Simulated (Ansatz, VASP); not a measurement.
**Two plane-wave programs on AlN**

```
Al N
1.0
    -1.65675    2.86957    0.00000
     0.00000    0.00000    4.18746
     4.97025    2.86957    0.00000
Al N
4 4
Cartesian
  -0.5040 1.2830 3.1406
  3.3135 1.9130 3.1406
  1.6567 0.9565 1.0469
  3.3135 3.8261 1.0469
  0.0000 1.9130 1.0469
  3.3135 1.9130 1.0469
  1.6567 0.9565 3.1406
  3.3135 3.8261 3.1406
```

Alike in both runs: task single point; functional PBE; k mesh 8 × 6 × 4; occupations gaussian, width 0.05 eV; no spin polarisation.

|  | VASP | Ansatz |
| --- | --- | --- |
| version | VASP 6.6.1 | Ansatz 0.2.0 |
| potentials or method | VASP PAW PBE potentials, release 64 (Al, N), cutoff 520 eV | scalar-relativistic, plane waves, PAW |
| valence electrons in the cell | 32 | 32 |

|  | VASP | Ansatz | Ansatz less VASP |
| --- | --- | --- | --- |
| gap on the k mesh at the Fermi level (eV) | 0.34 | 0.32 | -0.020 |
| least direct gap on the mesh (eV) | 0.41 | 0.39 | -0.019 |
| rms of the force components (eV/Å) | 18.325 | 19.487 | +1.1621 |

Atom by atom the forces differ by 1.167 eV/Å (rms over components).
